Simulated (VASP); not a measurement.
Wanted: the native input for a VASP 6.6.1 run.

| Item | Value |
| --- | --- |
| Task | single point |
| Functional | r2SCAN |
| Potentials or basis | VASP PAW PBE potentials, release 64 (Al, Pd, Ge_d, Ni) |
| Cutoff | 520 eV |
| k mesh | 4 × 4 × 5 |
| Occupations | fermi-dirac, width 0.039 eV |
| Spin | no spin polarisation |
| Dipole correction | no |
| Further INCAR settings | ALGO = Normal; EDIFF = 1e-06; NBANDS = 48 |

Al3NiGe2Pd3:

```
Al Pd Ge Ni
1.0
     3.16036    5.47390    0.00000
    -3.16036    5.47390    0.00000
     0.00000    0.00000    3.78119
Al Pd Ge Ni
3 3 2 1
Direct
  0.22680 0.77320 0.50000
  0.77320 0.00000 0.50000
  0.00000 0.22680 0.50000
  0.59630 0.40370 0.00000
  0.40370 0.00000 0.00000
  0.00000 0.59630 0.00000
  0.33333 0.33334 0.50000
  0.66667 0.66666 0.50000
  0.00000 0.00000 0.00000
```

The input as run:

POSCAR

```
Al3NiGe2Pd3
1.0
    3.1603600000      5.4739040000      0.0000000000
   -3.1603600000      5.4739040000      0.0000000000
    0.0000000000      0.0000000000      3.7811890000
Al Pd Ge Ni
3 3 2 1
Direct
    0.2268000000      0.7732000000      0.5000000000
    0.7732000000      0.0000000000      0.5000000000
    0.0000000000      0.2268000000      0.5000000000
    0.5963000000      0.4037000000      0.0000000000
    0.4037000000      0.0000000000      0.0000000000
    0.0000000000      0.5963000000      0.0000000000
    0.3333300000      0.3333400000      0.5000000000
    0.6666700000      0.6666600000      0.5000000000
    0.0000000000      0.0000000000      0.0000000000
```

INCAR.step1

```
  ALGO = Normal
  EDIFF = 1E-4
  ENCUT = 520
  GGA = PE
  ISMEAR = -1
  LASPH = T
  LCHARG = F
  LREAL = F
  LWAVE = T
  NBANDS = 48
  NELM = 100
  PREC = Accurate
  SIGMA = 0.039
```

INCAR.step2

```
  ALGO = Normal
  EDIFF = 1E-6
  ENCUT = 520
  ISIF = 2
  ISMEAR = -1
  ISTART = 1
  LASPH = T
  LCHARG = F
  LMIXTAU = T
  LREAL = F
  LWAVE = F
  METAGGA = R2SCAN
  NBANDS = 48
  NELM = 100
  PREC = Accurate
  SIGMA = 0.039
```

KPOINTS

```
k-points
0
Gamma
  4 4 5
```

Potentials or basis: VASP PAW PBE potentials, release 64 (Al, Pd, Ge_d, Ni).

Run with:

```console
$ cat potpaw_PBE.64/Al/POTCAR potpaw_PBE.64/Pd/POTCAR potpaw_PBE.64/Ge_d/POTCAR potpaw_PBE.64/Ni/POTCAR > POTCAR
$ cp INCAR.step1 INCAR
$ mpirun -np 1 vasp_std > vasp.out
$ cp INCAR.step2 INCAR
$ mpirun -np 1 vasp_std > vasp.out
```

Results of the run:

| Quantity | Value |
| --- | --- |
| Pressure | 6.7 GPa |
| Largest force | 1.504 eV/Å |

Caveat: the PAW data sets were made with another functional, which shifts forces and pressure a little.

Wall time 11 min on 1 thread of AMD EPYC 7R13 Processor (Zen 3) (shared host), peak memory 0.31 GiB.
